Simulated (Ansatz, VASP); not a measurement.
**Ge: VASP beside Ansatz**

```
Ge
1.0
     0.00000    2.82891    2.82891
     2.82891    0.00000    2.82891
     2.82891    2.82891    0.00000
Ge
2
Direct
  0.98144 0.03121 0.96709
  0.25000 0.25000 0.25000
```

Alike in both runs: task single point; functional PBEsol; k mesh 10 × 10 × 10; occupations gaussian, width 0.05 eV; no spin polarisation.

```csv
,VASP,Ansatz
version,VASP 6.6.1,Ansatz 0.2.0
potentials or method,"VASP PAW PBE potentials, release 64 (Ge_d), cutoff 520 eV","scalar-relativistic, plane waves, PAW"
valence electrons in the cell,28,28
```

VASP gave:

* gap on the k mesh at the Fermi level (eV): none
* pressure (GPa): 1.1
* traceless stress, the component that is largest in VASP (GPa): -4.69
* rms of the force components (eV/Å): 0.942

Q: Estimate Ansatz's values.

A: gap on the k mesh at the Fermi level (eV): none; pressure (GPa): 1.5; traceless stress, the component that is largest in VASP (GPa): -4.72; rms of the force components (eV/Å): 0.944.

VASP's potentials were made for PBE, not for PBEsol. Atom by atom the forces differ by 0.002 eV/Å (rms over components). A gap of «none» marks a metal or a gap that the smearing closes. The functional is the same, so the differences come from potentials, cutoffs and numerics.
